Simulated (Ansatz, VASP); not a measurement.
SrO in VASP and in Ansatz

File INCAR:

```
SYSTEM = SrO
ALGO     = Normal         ! electronic algorithm
EDIFF    = 1E-6           ! SCF threshold, eV
ENCUT    = 520            ! plane-wave cutoff, eV
GGA      = PS             ! functional
GGA_COMPAT= .False.      
ISIF     = 2              ! what is computed and relaxed
ISMEAR   = 0              ! smearing method
LASPH    = .True.         ! aspherical terms in the spheres
LCHARG   = .True.         ! write CHGCAR
LNONCOLLINEAR= .True.         ! non-collinear magnetism
LORBIT   = 11             ! projections on sites
LORBMOM  = .True.       
LREAL    = .False.        ! projectors in reciprocal space
LSORBIT  = .True.         ! spin-orbit coupling
LVHAR    = .True.       
LWAVE    = .False.        ! write WAVECAR
MAGMOM   = 0 0 0 0 0 0    ! initial moments
NBANDS   = 28             ! bands
NELM     = 150            ! most SCF steps
PREC     = Accurate       ! precision mode
SIGMA    = 0.01           ! smearing width, eV
```

File KPOINTS:

```
k-points
0
Gamma
  8 8 8
  0 0 0
```

File POSCAR:

```
SrO
1.0
    2.5742511026      2.5742511026      0.0000000000
   -2.5742511026      2.5742511026      0.0000000000
    0.0000000000      2.5742511026      2.5537595515
Sr O
1 1
Direct
    0.5000000000      0.5000000000      0.0000000000
    0.0000000000      0.0000000000      0.0000000000
```

Input for Ansatz:

```yaml
crystal:
  lattice:
    - [2.57425110258, 2.57425110258, 0.0]
    - [-2.57425110258, 2.57425110258, 0.0]
    - [0.0, 2.57425110258, 2.55375955151]
  atoms:
    - { symbol: Sr, position: [0.5, 0.5, 0.0] }
    - { symbol: O, position: [0.0, 0.0, 0.0] }
kpoints:
  mp_grid: { grid: [8, 8, 8] }
scf:
  occupations: { method: fixed }
  convergence: { dr2_threshold: 1.0e-10 }
hamiltonian:
  xc: pbesol
  pseudopotentials: { kind: all_electron, lapw: { basis_error: 0.0005 } }
magnetization:
  noncollinear: true
  spin_orbit: true
output:
  forces: true
  stress: true
  eigenstates:
    kpoints:
      - [0.0, 0.0, 0.0]
      - [-0.5, 0.5, 0.0]
      - [-0.5, -0.5, -0.5]
      - [0.0, 0.0, -0.5]
      - [0.0, -0.5, -0.5]
      - [0.0, 0.5, 0.0]
      - [-0.5, 0.0, 0.0]
      - [-0.5, 0.0, -0.5]
  eigenvalues: true
```

Change from the starting cell: film at in-plane strain +0.005.

Alike in both runs: task single point; functional PBEsol; k mesh 8 × 8 × 8; non-collinear spin, spin-orbit coupling.

|  | VASP | Ansatz |
| --- | --- | --- |
| version | VASP 6.6.1 | Ansatz 0.2.0 |
| potentials or method | VASP PAW PBE potentials, release 64 (Sr_sv, O), cutoff 520 eV | all-electron LAPW |
| occupations | gaussian, width 0.01 eV | fixed |

Ansatz gave:

```
pressure (GPa)                                                : -0.7
traceless stress, the component that is largest in VASP (GPa) : 0.70
```

Question: Estimate VASP's values.

Answer: Pressure (GPa): -0.1; traceless stress, the component that is largest in VASP (GPa): 0.74.

VASP's potentials were made for PBE, not for PBEsol. Ansatz ran all-electron here, and VASP with PAW potentials.
